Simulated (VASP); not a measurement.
# Cd2Se5 (C2) in VASP: relaxation of cell and atoms with PBE

Aim: the relaxation of cell and atoms of Cd2Se5 with PBE.

All numbers are computed with VASP 6.6.1; they aren't measurements. Logs are shortened: lines on timing, memory, paths and dates and some standing lists are left out, and cuts for length are marked.

## (1) The cell of the first run

It takes space group C2 (No. 5, monoclinic). Conventional cell: a = 7.712 Å, b = 4.787 Å, c = 11.253 Å, α = 90.00°, β = 91.62°, γ = 90.00°. Within 3.5 Å of Cd (site symmetry 1) lie 5 Se at 2.66 to 2.93 Å. Se (site symmetry 1) has 4 Cd at 2.66 to 2.89 Å and 1 Se at 3.21 Å within 3.5 Å. Within 3.1 Å of Se (site symmetry 1) lie 1 Se at 2.34 Å and 1 Cd at 2.93 Å. Within 3.1 Å of Se (site symmetry 2) lie 2 Se at 2.34 Å.

## (2) Relaxation of cell and atoms, PBE

File INCAR:

```
PREC     = Accurate       # precision mode
ENCUT    = 600            # plane-wave cutoff, eV
EDIFF    = 1E-6           # SCF threshold, eV
ISMEAR   = 0              # smearing method
SIGMA    = 0.1            # smearing width, eV
LREAL    = False          # projectors in reciprocal space
LASPH    = True           # aspherical terms in the spheres
NELM     = 60             # most SCF steps
ALGO     = Normal         # electronic algorithm
ISIF     = 3              # what is computed and relaxed
LWAVE    = False          # write WAVECAR
LCHARG   = False          # write CHGCAR
GGA      = PE             # functional
IBRION   = 2              # ionic algorithm
NSW      = 100            # ionic steps
EDIFFG   = -0.01          # ionic threshold
```

File KPOINTS:

```
regular mesh
0
Gamma
  8 8 4
```

File POSCAR:

```
Cd2Se5
1.0
    3.8561614621     -2.3932874726      0.0000000000
    3.8561614621      2.3932874726      0.0000000000
   -0.3180686086      0.0000000000     11.2483458118
Cd Se
2 5
Direct
    0.2169476748      0.4534964128      0.1211139118
    0.5465035872      0.7830523252      0.8788860882
    0.5678198511      0.7919194181      0.1353808300
    0.2080805819      0.4321801489      0.8646191700
    0.4256535828      0.2601260988      0.3666866427
    0.7398739012      0.5743464172      0.6333133573
    0.2961385503      0.7038614497      0.5000000000
```

Potentials or basis: VASP PAW PBE potentials, release 64 (Cd, Se).

Command:

```console
> cat potpaw_PBE.64/Cd/POTCAR potpaw_PBE.64/Se/POTCAR > POTCAR
> mpirun -np 1 vasp_std > vasp.out
```

OUTCAR:

```text
PREC = Accurate
   ENCUT = 600
   EDIFF = 1E-6
   ISMEAR = 0
   LREAL = False
   LASPH = True
   NELM = 60
   ISIF = 3
   GGA = PE
   IBRION = 2
   NSW = 100
   EDIFFG = -0.01

 ion  position               nearest neighbor table
   1  0.217  0.453  0.121-   3 2.66   3 2.66   3 2.71   4 2.89   5 2.93   2 3.78
   2  0.547  0.783  0.879-   4 2.66   4 2.66   4 2.71   3 2.89   6 2.93   1 3.78
   3  0.568  0.792  0.135-   1 2.66   1 2.66   1 2.71   2 2.89
   4  0.208  0.432  0.865-   2 2.66   2 2.66   2 2.71   1 2.89
   5  0.426  0.260  0.367-   7 2.34   1 2.93
   6  0.740  0.574  0.633-   7 2.34   2 2.93
   7  0.296  0.704  0.500-   5 2.34   6 2.34

  LATTYP: Found a base centered monoclinic cell.
 ALAT       =     7.7123229242
 B/A-ratio  =     0.6206398503
 C/A-ratio  =     1.4590729699
 COS(beta)  =    -0.0282656249

  Lattice vectors:

 A1 = (   3.8561614621,  -2.3932874726,   0.0000000000)
 A2 = (   3.8561614621,   2.3932874726,   0.0000000000)
 A3 = (  -0.3180686086,   0.0000000000,  11.2483458118)

Analysis of symmetry for initial positions (statically):
=====================================================================
 Subroutine PRICEL returns:
 Original cell was already a primitive cell.

 Routine SETGRP: Setting up the symmetry group for a
 base centered monoclinic supercell.

 Subroutine GETGRP returns: Found  2 space group operations
 (whereof  2 operations were pure point group operations)
 out of a pool of  4 trial point group operations.

The static configuration has the point symmetry C_2 .

Analysis of symmetry for dynamics (positions and initial velocities):
=====================================================================
 Subroutine PRICEL returns:
 Original cell was already a primitive cell.

 Routine SETGRP: Setting up the symmetry group for a
 base centered monoclinic supercell.

 Subroutine GETGRP returns: Found  2 space group operations
 (whereof  2 operations were pure point group operations)
 out of a pool of  4 trial point group operations.

The dynamic configuration has the point symmetry C_2 .

 Subroutine INISYM returns: Found  2 space group operations
 (whereof  2 operations are pure point group operations),
 and found     1 'primitive' translations

----------------------------------------------------------------------------------------

                                     Primitive cell

  volume of cell :     207.6198

  direct lattice vectors                    reciprocal lattice vectors
     3.856161462 -2.393287473  0.000000000     0.129662620 -0.208917652  0.003666460
     3.856161462  2.393287473  0.000000000     0.129662620  0.208917652  0.003666460
    -0.318068609  0.000000000 11.248345812     0.000000000  0.000000000  0.088901961

  length of vectors
     4.538480599  4.538480599 11.252841914     0.245911414  0.245911414  0.088901961

  position of ions in fractional coordinates (direct lattice)
     0.216947675  0.453496413  0.121113912
     0.546503587  0.783052325  0.878886088
     0.567819851  0.791919418  0.135380830
     0.208080582  0.432180149  0.864619170
     0.425653583  0.260126099  0.366686643
     0.739873901  0.574346417  0.633313357
     0.296138550  0.703861450  0.500000000

  ion indices of the primitive-cell ions
   primitive index   ion index
                 1           1
                 2           2
                 3           3
                 4           4
                 5           5
                 6           6
                 7           7

----------------------------------------------------------------------------------------

 KPOINTS: regular mesh

Automatic generation of k-mesh.
 Grid dimensions read from file:
 generate k-points for:    8    8    4

 Generating k-lattice:

  Cartesian coordinates                     Fractional coordinates (reciprocal lattice)
     0.016207828 -0.026114707  0.000458307     0.125000000  0.000000000  0.000000000
     0.016207828  0.026114707  0.000458307     0.000000000  0.125000000  0.000000000
     0.000000000  0.000000000  0.022225490     0.000000000  0.000000000  0.250000000

  Length of vectors
     0.030738927  0.030738927  0.022225490

  Shift w.r.t. Gamma in fractional coordinates (k-lattice)
     0.000000000  0.000000000  0.000000000

 Subroutine IBZKPT returns following result:
 ===========================================

 Found     78 irreducible k-points:

 Following reciprocal coordinates:
            Coordinates               Weight
  0.000000  0.000000  0.000000      1.000000
  0.125000  0.000000  0.000000      4.000000
  0.250000  0.000000  0.000000      4.000000
  0.375000 -0.000000  0.000000      4.000000
  0.500000  0.000000  0.000000      2.000000
  0.125000  0.125000  0.000000      2.000000
[... 16 lines left out ...]
  0.125000  0.000000  0.250000      4.000000
  0.250000  0.000000  0.250000      4.000000
 [... further k-points ...]
   k-points           NKPTS =     78   k-points in BZ     NKDIM =     78   number of bands    NBANDS=     32
   number of dos      NEDOS =    301   number of ions     NIONS =      7
   total plane-waves  NPLWV = 116640
   dimension x,y,z NGX =    36 NGY =   36 NGZ =   90
   dimension x,y,z NGXF=    72 NGYF=   72 NGZF=  180
   ions per type =               2   5
   NGX,Y,Z   is equivalent  to a cutoff of  13.19, 13.19, 13.30 a.u.
   NGXF,Y,Z  is equivalent  to a cutoff of  26.37, 26.37, 26.59 a.u.
 SYSTEM =  unknown system
   PREC   = accura    normal or accurate (medium, high low for compatibility)
   ISTART =      0    job   : 0-new  1-cont  2-samecut
   ICHARG =      2    charge: 1-file 2-atom 10-const
   ISPIN  =      1    spin polarized calculation?
   LNONCOLLINEAR =      F non collinear calculations
   LSORBIT =      F    spin-orbit coupling
   LASPH  =      T    aspherical Exc in radial PAW
   ENCUT  =  600.0 eV  44.10 Ry    6.64 a.u.   9.06  9.06 22.47*2*pi/ulx,y,z
   NELM   =     60;   NELMIN=  2; NELMDL= -5     # of ELM steps
   EDIFF  = 0.1E-05   stopping-criterion for ELM
   LREAL  =      F    real-space projection
   EDIFFG = -.1E-01   stopping-criterion for IOM
   NSW    =    100    number of steps for IOM
   IBRION =      2    ionic relax: 0-MD 1-quasi-New 2-CG
   NFREE  =      1    steps in history (QN), initial steepest desc. (CG)
   ISIF   =      3    stress and relaxation
   ISYM   =      2    0-nonsym 1-usesym 2-fastsym
   POTIM  = 0.5000    time-step for ionic-motion
   TEBEG  =    0.0;   TEEND  =   0.0 temperature during run
   PSTRESS=    0.0 pullay stress
   NELECT =      54.0000    total number of electrons
   NUPDOWN=      -1.0000    fix difference up-down
   EMIN   =  10.00;   EMAX   =-10.00  energy-range for DOS
   EFERMI =   0.00;   METHOD = LEGACY
   ISMEAR =     0;   SIGMA  =   0.10  broadening in eV -4-tet -1-fermi 0-gaus
   EFERMI_NEDOS =   21; number of points for ismear=-14 and -15
   IALGO  =     38    algorithm
   IMIX   =      4    mixing-type and parameters
     AMIX     =   0.40;   BMIX     =  1.00
     AMIX_MAG =   1.60;   BMIX_MAG =  1.00
  volume/ion in A,a.u.               =      29.66       200.16
  Fermi-wavevector in a.u.,A,eV,Ry     =   1.045001  1.974765 14.857917  1.092026
  Thomas-Fermi vector in A             =   2.179777
   LORBIT       =      0    0 simple, 1 ext, 2 COOP (PROOUT), +10 PAW based schemes
   GGA     = PE    functional components
   LHFCALC =     F    Hartree Fock is set to
   AEXX    =    0.0000 exact exchange contribution
   IVDW    =     0    specifies the selected vdW correction
   LEPSILON=     F    determine dielectric tensor
   LRPA    =     F    only Hartree local field effects (RPA)
 conjugate gradient relaxation of ions
 non-spin polarized calculation
 Gauss-broadening in eV      SIGMA  =   0.10
  energy-cutoff  :      600.00
  volume of cell :      207.62
 maximum number of plane-waves:      6974
   NGX = 19   NGY = 19   NGZ = 45

--------------------------------------- Ionic step        1  -------------------------------------------

 number of electron      54.0000004 magnetization

 Free energy of the ion-electron system (eV)
  ---------------------------------------------------
  ext. energy  EPLUGINS =         0.00000000
  ---------------------------------------------------
  free energy    TOTEN  =       -20.18044132 eV

  energy without entropy =      -20.16064396  energy(sigma->0) =      -20.17054264

------------------------ aborting loop because EDIFF is reached ----------------------------------------

  FORCE on cell =-STRESS in cart. coord.  units (eV):
  Direction    XX          YY          ZZ          XY          YZ          ZX
  --------------------------------------------------------------------------------------
  -------------------------------------------------------------------------------------
  Total        0.2515815      0.4214625      0.1078455      0.0000000      0.0000000     -0.0537930
  in kB        1.9414244      3.2523762      0.8322307      0.0000000      0.0000000     -0.4151139
  external PRESSURE =       2.0086771 kB  Pullay stress =       0.0000000 kB
[... 104 lines left out ...]
  FREE ENERGIE OF THE ION-ELECTRON SYSTEM (eV)
  ---------------------------------------------------
  free  energy   TOTEN  =       -20.1825683529 eV

  energy  without entropy=      -20.1624580528  energy(sigma->0) =      -20.17251320

[... ionic steps 4 to 27 ...]

--------------------------------------- Ionic step       28  -------------------------------------------

 number of electron      53.9999994 magnetization

------------------------ aborting loop because EDIFF is reached ----------------------------------------

  FORCE on cell =-STRESS in cart. coord.  units (eV):
  Direction    XX          YY          ZZ          XY          YZ          ZX
  --------------------------------------------------------------------------------------
  -------------------------------------------------------------------------------------
  Total       -0.0446959      0.0514388      0.0328799      0.0000000      0.0000000      0.0334523
  in kB       -0.3412475      0.3927287      0.2510336      0.0000000      0.0000000      0.2554038
  external PRESSURE =       0.1008383 kB  Pullay stress =       0.0000000 kB
[... 67 lines left out ...]
  energy  without entropy=      -20.1732309838  energy(sigma->0) =      -20.18236277

--------------------------------------- Ionic step       30  -------------------------------------------

 number of electron      53.9999994 magnetization

 Free energy of the ion-electron system (eV)
  ---------------------------------------------------
  ext. energy  EPLUGINS =         0.00000000
  ---------------------------------------------------
  free energy    TOTEN  =       -20.19153422 eV

  energy without entropy =      -20.17327547  energy(sigma->0) =      -20.18240484

 E-fermi :   0.9245     XC(G=0):  -8.5110

 val. band max:        0.9140724728   @ k =   0.1250   0.1250   0.5000
 cond. band min:       0.9363880744   @ k =  -0.1250   0.3750   0.2500
 fundamental gap:      0.0223156016
 Fermi energy:         0.9244985990

 k-point     1 :       0.0000    0.0000    0.0000
  band No.  band energies     occupation
      1     -13.9520      2.00000
      2     -11.5151      2.00000
      3     -11.4516      2.00000
      4     -10.9072      2.00000
      5      -9.2072      2.00000
      6      -7.0297      2.00000
[... 829 lines left out ...]
     31       3.8377      0.00000
     32       4.3021      0.00000

 [... further k-points ...]
[... 5 lines left out ...]
  --------------------------------------------------------------------------------------
  -------------------------------------------------------------------------------------
  Total       -0.0440608      0.0117363     -0.0014688      0.0000000      0.0000000      0.0010545
  in kB       -0.3362405      0.0895630     -0.0112091      0.0000000      0.0000000      0.0080474
  external PRESSURE =      -0.0859622 kB  Pullay stress =       0.0000000 kB
[... 22 lines left out ...]
  FREE ENERGIE OF THE ION-ELECTRON SYSTEM (eV)
  ---------------------------------------------------
  free  energy   TOTEN  =       -20.1915342174 eV

  energy  without entropy=      -20.1732754656  energy(sigma->0) =      -20.18240484

 reached required accuracy - stopping structural energy minimisation
```

Wall time 70 min (1 thread of Intel Xeon 6975P-C (Granite Rapids), shared host); peak memory 0.75 GiB.

What came out:

* Free energy: -20.1915 eV
* Relaxed volume: 29.99 Å³/atom
* Relaxed cell: a = 4.553 Å, b = 4.553 Å, c = 11.234 Å, α = 92.50°, β = 92.50°, γ = 64.50°
* Space group after relaxing (to 0.05 Å): C2 (No. 5)
* Energy gained by relaxing: 1.6 meV/atom
* Ionic steps: 30
* Pressure after relaxing: 0.0 GPa
* Largest force after relaxing: 0.009 eV/Å
* Band gap on the k mesh: zero (band 27 reaches 0.97 eV, above the bottom of band 28 at 0.75 eV)

Forces on the atoms (eV/Å):
```
Cd  -0.002 -0.003  0.002
Cd   0.002 -0.003 -0.002
Se   0.005  0.003  0.007
Se  -0.005  0.003 -0.007
Se   0.005 -0.004 -0.001
Se  -0.005 -0.004  0.001
Se   0.000  0.009  0.000
```

Step by step:
| step | energy change (eV) | largest force (eV/Å) | pressure (GPa) | volume (Å³) |
| --- | --- | --- | --- | --- |
| 1 | 0.0000 | 0.0830 | 0.20 | 207.62 |
| 2 | -0.0018 | 0.0771 | -0.02 | 208.74 |
| 3 | -0.0021 | 0.0768 | -0.15 | 209.49 |
| 4 | -0.0034 | 0.0462 | -0.09 | 209.54 |
| 5 | -0.0038 | 0.0540 | -0.03 | 209.58 |
| 6 | -0.0044 | 0.0486 | -0.01 | 209.44 |
| 7 | -0.0060 | 0.0447 | 0.03 | 209.02 |
| 8 | -0.0070 | 0.0610 | 0.12 | 208.19 |
| 9 | -0.0076 | 0.0537 | 0.06 | 208.45 |
| 10 | -0.0081 | 0.0869 | -0.08 | 209.06 |
| 11 | -0.0090 | 0.0435 | -0.03 | 209.02 |
| 12 | -0.0094 | 0.0313 | 0.04 | 208.98 |
| 13 | -0.0094 | 0.0368 | 0.05 | 208.97 |
| 14 | -0.0096 | 0.0292 | 0.00 | 209.20 |
| 15 | -0.0098 | 0.0253 | -0.06 | 209.53 |
| 16 | -0.0100 | 0.0264 | -0.01 | 209.37 |
| 17 | -0.0101 | 0.0279 | 0.03 | 209.23 |
| 18 | -0.0100 | 0.0384 | 0.11 | 208.94 |
| 19 | -0.0101 | 0.0290 | 0.05 | 209.16 |
| 20 | -0.0103 | 0.0251 | 0.02 | 209.27 |
| 21 | -0.0104 | 0.0219 | -0.01 | 209.39 |
| 22 | -0.0105 | 0.0180 | 0.00 | 209.39 |
| 23 | -0.0107 | 0.0187 | 0.05 | 209.37 |
| 24 | -0.0108 | 0.0154 | 0.01 | 209.58 |
| 25 | -0.0108 | 0.0198 | -0.02 | 209.78 |
| 26 | -0.0109 | 0.0117 | -0.01 | 209.78 |
| 27 | -0.0109 | 0.0132 | 0.02 | 209.79 |
| 28 | -0.0110 | 0.0115 | 0.01 | 209.85 |
| 29 | -0.0111 | 0.0083 | -0.03 | 210.03 |
| 30 | -0.0111 | 0.0093 | -0.01 | 209.95 |

Final structure:
```yaml
crystal:
  lattice:
    - [3.85051, -2.42983, -0.04478]
    - [3.85051, 2.42983, -0.04478]
    - [-0.44793, 0.00000, 11.22510]
  atoms:
    - { symbol: Cd, position: [0.22196, 0.45952, 0.12678] }
    - { symbol: Cd, position: [0.54048, 0.77804, 0.87322] }
    - { symbol: Se, position: [0.57584, 0.79831, 0.13013] }
    - { symbol: Se, position: [0.20169, 0.42416, 0.86987] }
    - { symbol: Se, position: [0.41864, 0.25493, 0.36815] }
    - { symbol: Se, position: [0.74507, 0.58136, 0.63185] }
    - { symbol: Se, position: [0.29734, 0.70266, 0.50000] }
```
